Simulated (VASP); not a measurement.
Write the native input for VASP 6.6.1 that does the following.

```yaml
Task: single point
Functional: PBE
Potentials_or_basis: VASP PAW PBE potentials, release 64 (Zr_sv, Ti_sv, N)
Cutoff: 520 eV
k_mesh: 6 × 6 × 1
Occupations: gaussian, width 0.1 eV
Spin: no spin polarisation
Dipole_correction: no
Further_INCAR_settings: ALGO = Normal; EDIFF = 1e-07; NBANDS = 63
```

The structure of Zr5TiN6 lies in POSCAR:

```
Zr5TiN6
1.0
    3.1550749000      0.0000000000      0.0000000000
   -1.5775374000      2.7323750000      0.0000000000
    0.0000000000      0.0000000000     16.3178793000
Zr Ti N
5 1 6
Direct
    0.3333333000      0.6666667000      0.6610310000
    0.3333333000      0.6666667000      0.0000000000
    0.3333333000      0.6666667000      0.3389690000
    0.6666667000      0.3333333000      0.8305440000
    0.6666667000      0.3333333000      0.1694560000
    0.6666667000      0.3333333000      0.5000000000
    0.0000000000      0.0000000000      0.5772090000
    0.0000000000      0.0000000000      0.9154420000
    0.0000000000      0.0000000000      0.2538810000
    0.0000000000      0.0000000000      0.7461190000
    0.0000000000      0.0000000000      0.0845580000
    0.0000000000      0.0000000000      0.4227910000
```

These files were run (other wordings do the same):

INCAR

```
PREC = Accurate ; ENCUT = 520
EDIFF = 1E-7 ; ISMEAR = 0
SIGMA = 0.1 ; LREAL = F
LASPH = T ; NELM = 60
ALGO = Normal ; ISIF = 2
LWAVE = F ; LCHARG = F
GGA = PE ; NBANDS = 63
```

KPOINTS

```
Automatic mesh
0
Gamma
  6 6 1
```

Potentials or basis: VASP PAW PBE potentials, release 64 (Zr_sv, Ti_sv, N).

Run with:

```console
$ cat potpaw_PBE.64/Zr_sv/POTCAR potpaw_PBE.64/Ti_sv/POTCAR potpaw_PBE.64/N/POTCAR > POTCAR
$ mpirun -np 1 vasp_std > vasp.out
```

Results of the run:

| Quantity | Value |
| --- | --- |
| Pressure | 0.2 GPa |
| Largest force | 0.100 eV/Å |
| Band gap on the k mesh | zero (bands 51 and 52 overlap by 0.33 eV) |

Caveat: the k points lie up to 0.39 Å⁻¹ apart.

Wall time 2.9 min on 1 thread of Intel Xeon 8259CL, with other jobs on the host, peak memory 0.28 GiB.
